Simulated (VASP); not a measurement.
# Ge (I4_1/amd) in VASP: notebook

Ge is run at these levels: PBE; tasks: single point.

Program: VASP 6.6.1. These are calculated values, not measurements. Logs are shortened: lines on timing, memory, paths and dates and some standing lists are left out, and cuts for length are marked.

### Step 1. The cell of the first run

It takes space group I4_1/amd (No. 141, tetragonal). The conventional cell has a = 4.908 Å, b = 4.908 Å, c = 2.782 Å, α = 90.00°, β = 90.00°, γ = 90.00°. Ge (site symmetry -4m2) has 10 Ge at 2.55 to 3.22 Å within 3.4 Å.

### Step 2. Single point, PBE

INCAR reads:

```
SYSTEM = Ge
PREC = Accurate ; ENCUT = 520
EDIFF = 1E-7 ; ISMEAR = 0
SIGMA = 0.1 ; LREAL = .FALSE.
LASPH = .TRUE. ; NELM = 60
ALGO = Normal ; ISIF = 2
LWAVE = .FALSE. ; LCHARG = .FALSE.
GGA = PE ; NBANDS = 21
```

KPOINTS reads:

```
regular mesh
0
G
  8 8 8
  0 0 0
```

POSCAR reads:

```
Ge
1.0
   -2.4538459942      2.4538459942      1.3910610919
    2.4538459942     -2.4538459942      1.3910610919
    2.4538459942      2.4538459942     -1.3910610919
Ge
2
Direct
    0.2500000000      0.7500000000      0.5000000000
    0.5000000000      0.5000000000      0.0000000000
```

Potentials or basis: VASP PAW PBE potentials, release 64 (Ge_d).

Started as:

```console
$ cat potpaw_PBE.64/Ge_d/POTCAR > POTCAR
$ mpirun -np 1 vasp_std > vasp.out
```

OUTCAR:

```text
SYSTEM = Ge
   PREC = Accurate
   ENCUT = 520
   EDIFF = 1E-7
   ISMEAR = 0
   LREAL = .FALSE.
   LASPH = .TRUE.
   NELM = 60
   ISIF = 2
   GGA = PE

 ion  position               nearest neighbor table
   1  0.250  0.750  0.500-   2 2.55   2 2.55   2 2.55   2 2.55
   2  0.500  0.500  0.000-   1 2.55   1 2.55   1 2.55   1 2.55

  LATTYP: Found a body centered tetragonal cell.
 ALAT       =     4.9076919884
 C/A-ratio  =     0.5668901370

  Lattice vectors:

 A1 = (  -2.4538459942,   2.4538459942,   1.3910610919)
 A2 = (   2.4538459942,  -2.4538459942,   1.3910610919)
 A3 = (   2.4538459942,   2.4538459942,  -1.3910610919)

Analysis of symmetry for initial positions (statically):
=====================================================================
 Subroutine PRICEL returns:
 Original cell was already a primitive cell.

 Routine SETGRP: Setting up the symmetry group for a
 body centered tetragonal supercell.

 Subroutine GETGRP returns: Found 16 space group operations
 (whereof  8 operations were pure point group operations)
 out of a pool of 16 trial point group operations.

The static configuration has the point symmetry D_2d.
 The point group associated with its full space group is D_4h.

Analysis of symmetry for dynamics (positions and initial velocities):
=====================================================================
 Subroutine PRICEL returns:
 Original cell was already a primitive cell.

 Routine SETGRP: Setting up the symmetry group for a
 body centered tetragonal supercell.

 Subroutine GETGRP returns: Found 16 space group operations
 (whereof  8 operations were pure point group operations)
 out of a pool of 16 trial point group operations.

The dynamic configuration has the point symmetry D_2d.
 The point group associated with its full space group is D_4h.

 Subroutine INISYM returns: Found 16 space group operations
 (whereof  8 operations are pure point group operations),
 and found     1 'primitive' translations

----------------------------------------------------------------------------------------

                                     Primitive cell

  volume of cell :      33.5043

  direct lattice vectors                    reciprocal lattice vectors
    -2.453845994  2.453845994  1.391061092     0.000000000  0.203761769  0.359437844
     2.453845994 -2.453845994  1.391061092     0.203761769  0.000000000  0.359437844
[... 82 lines left out ...]
   LASPH  =      T    aspherical Exc in radial PAW
   ENCUT  =  520.0 eV  38.22 Ry    6.18 a.u.   6.95  6.95  6.95*2*pi/ulx,y,z
   NELM   =     60;   NELMIN=  2; NELMDL= -5     # of ELM steps
   EDIFF  = 0.1E-06   stopping-criterion for ELM
   LREAL  =      F    real-space projection
   EDIFFG = 0.1E-05   stopping-criterion for IOM
   NSW    =      0    number of steps for IOM
   IBRION =     -1    ionic relax: 0-MD 1-quasi-New 2-CG
   NFREE  =      0    steps in history (QN), initial steepest desc. (CG)
   ISIF   =      2    stress and relaxation
   ISYM   =      2    0-nonsym 1-usesym 2-fastsym
   POTIM  = 0.5000    time-step for ionic-motion
   TEBEG  =    0.0;   TEEND  =   0.0 temperature during run
   PSTRESS=    0.0 pullay stress
   NELECT =      28.0000    total number of electrons
   NUPDOWN=      -1.0000    fix difference up-down
   EMIN   =  10.00;   EMAX   =-10.00  energy-range for DOS
   EFERMI =   0.00;   METHOD = LEGACY
   ISMEAR =     0;   SIGMA  =   0.10  broadening in eV -4-tet -1-fermi 0-gaus
   EFERMI_NEDOS =   21; number of points for ismear=-14 and -15
   IALGO  =     38    algorithm
   IMIX   =      4    mixing-type and parameters
     AMIX     =   0.40;   BMIX     =  1.00
     AMIX_MAG =   1.60;   BMIX_MAG =  1.00
  volume/ion in A,a.u.               =      16.75       113.05
  Fermi-wavevector in a.u.,A,eV,Ry     =   1.542034  2.914021 32.352864  2.377868
  Thomas-Fermi vector in A             =   2.647896
   LORBIT       =      0    0 simple, 1 ext, 2 COOP (PROOUT), +10 PAW based schemes
   GGA     = PE    functional components
   LHFCALC =     F    Hartree Fock is set to
   AEXX    =    0.0000 exact exchange contribution
   IVDW    =     0    specifies the selected vdW correction
   LEPSILON=     F    determine dielectric tensor
   LRPA    =     F    only Hartree local field effects (RPA)
 non-spin polarized calculation
 Gauss-broadening in eV      SIGMA  =   0.10
  energy-cutoff  :      520.00
  volume of cell :       33.50
 maximum number of plane-waves:       920
   NGX = 13   NGY = 13   NGZ = 13

 number of electron      27.9999996 magnetization

 Free energy of the ion-electron system (eV)
  ---------------------------------------------------
  ext. energy  EPLUGINS =         0.00000000
  ---------------------------------------------------
  free energy    TOTEN  =        -8.38398730 eV

  energy without entropy =       -8.38018466  energy(sigma->0) =       -8.38208598

 E-fermi :   7.8969     XC(G=0): -11.8379

 val. band max:        7.8827519411   @ k =   0.2500   0.1250   0.0000
 cond. band min:       8.0120369532   @ k =   0.1250   0.1250   0.0000
 fundamental gap:      0.1292850121
 Fermi energy:         7.8968994715

 k-point     1 :       0.0000    0.0000    0.0000
  band No.  band energies     occupation
      1     -16.9335      2.00000
      2     -16.8357      2.00000
      3     -16.8291      2.00000
      4     -16.7891      2.00000
      5     -16.6856      2.00000
      6     -16.6856      2.00000
[... 565 lines left out ...]
     20      18.6615      0.00000
     21      19.2707      0.00000

 [... further k-points ...]

------------------------ aborting loop because EDIFF is reached ----------------------------------------

  FORCE on cell =-STRESS in cart. coord.  units (eV):
  Direction    XX          YY          ZZ          XY          YZ          ZX
  --------------------------------------------------------------------------------------
  -------------------------------------------------------------------------------------
  Total        2.7768647      2.7768647      2.7935712      0.0000000     -0.0000000      0.0000000
  in kB      132.7897355    132.7897355    133.5886402      0.0000000     -0.0000000      0.0000000
  external PRESSURE =     133.0560371 kB  Pullay stress =       0.0000000 kB

 VOLUME and BASIS-vectors are now :
 -----------------------------------------------------------------------------
  energy-cutoff  :      520.00
  volume of cell :       33.50
      direct lattice vectors                 reciprocal lattice vectors
    -2.453845994  2.453845994  1.391061092     0.000000000  0.203761769  0.359437844
     2.453845994 -2.453845994  1.391061092     0.203761769  0.000000000  0.359437844
     2.453845994  2.453845994 -1.391061092     0.203761769  0.203761769  0.000000000

 POSITION                                       TOTAL-FORCE (eV/Angst)
 -----------------------------------------------------------------------------------
      2.45385      0.00000      0.69553         0.000000      0.000000      0.000000
      0.00000      0.00000      1.39106        -0.000000     -0.000000     -0.000000
 -----------------------------------------------------------------------------------
    total drift:                                0.000000     -0.000000      0.000000

  FREE ENERGIE OF THE ION-ELECTRON SYSTEM (eV)
  ---------------------------------------------------
  free  energy   TOTEN  =        -8.3839872954 eV

  energy  without entropy=       -8.3801846605  energy(sigma->0) =       -8.38208598
```

It took 53 s on 1 thread of Intel Xeon 8259CL, shared host; peak memory 0.17 GiB.

Results:

```
Free energy            : -8.3840 eV
Pressure               : 13.3 GPa
Band gap on the k mesh : zero (bands 14 and 15 overlap by 5.24 eV)
```

Levels at points of the mesh, in eV from the Fermi level:
```
           k point  band 10  band 11  band 12  band 13  band 14  band 15  band 16  band 17  band 18  band 19
(0.00, 0.00, 0.00)   -24.39   -14.14    -3.05    -2.35    -2.35     3.33     8.24     8.46     8.78     8.78
(0.50, 0.00, 0.00)   -24.45    -8.59    -6.96    -2.36    -2.02    -1.73     2.33     4.08     6.27     9.67
(0.50, 0.50, 0.00)   -24.50   -11.06   -11.06     0.92     0.92     2.72     2.72     7.39     7.39    11.17
(0.50, 0.50, 0.50)   -24.57    -8.88    -8.88    -6.48    -6.48     5.65     5.65    12.98    12.98    16.52
```

Caveat: the cell stands under pressure.

### Step 3. Single point, PBE

INCAR reads:

```
  ALGO = Normal
  EDIFF = 1E-7
  ENCUT = 520
  GGA = PE
  ISIF = 2
  ISMEAR = 0
  LASPH = True
  LCHARG = True
  LELF = True
  LREAL = False
  LVHAR = True
  LWAVE = False
  NBANDS = 21
  NELM = 100
  PREC = Accurate
  SIGMA = 0.1
```

KPOINTS reads:

```
k-points
0
Gamma
  8 8 8
```

POSCAR is that of step 2.

Potentials or basis: VASP PAW PBE potentials, release 64 (Ge_d).

Started as:

```console
$ cat potpaw_PBE.64/Ge_d/POTCAR > POTCAR
$ mpirun -np 1 vasp_std > vasp.out
```

It took 53 s on 1 thread of Intel Xeon 8259CL, shared host; peak memory 0.17 GiB.

It converged, with:

```yaml
Free_energy: -8.3840 eV
Pressure: 13.3 GPa
Band_gap_on_the_k_mesh: zero (bands 14 and 15 overlap by 5.24 eV)
```

Stress tensor (GPa, compression positive):
```
13.28  0.00  0.00
 0.00 13.28  0.00
 0.00  0.00 13.36
```

Levels at points of the mesh, in eV from the Fermi level:
| k point | band 11 | band 12 | band 13 | band 14 | band 15 | band 16 | band 17 | band 18 |
| --- | --- | --- | --- | --- | --- | --- | --- | --- |
| (0.00, 0.00, 0.00) | -14.14 | -3.05 | -2.35 | -2.35 | 3.33 | 8.24 | 8.46 | 8.78 |
| (0.50, 0.00, 0.00) | -8.59 | -6.96 | -2.36 | -2.02 | -1.73 | 2.33 | 4.08 | 6.27 |
| (0.50, 0.50, 0.00) | -11.06 | -11.06 | 0.92 | 0.92 | 2.72 | 2.72 | 7.39 | 7.39 |
| (0.50, 0.50, 0.50) | -8.88 | -8.88 | -6.48 | -6.48 | 5.65 | 5.65 | 12.98 | 12.98 |

Caveat: the cell stands under pressure.

The gap in the log of VASP goes by the Fermi energy; the results here count the filled bands.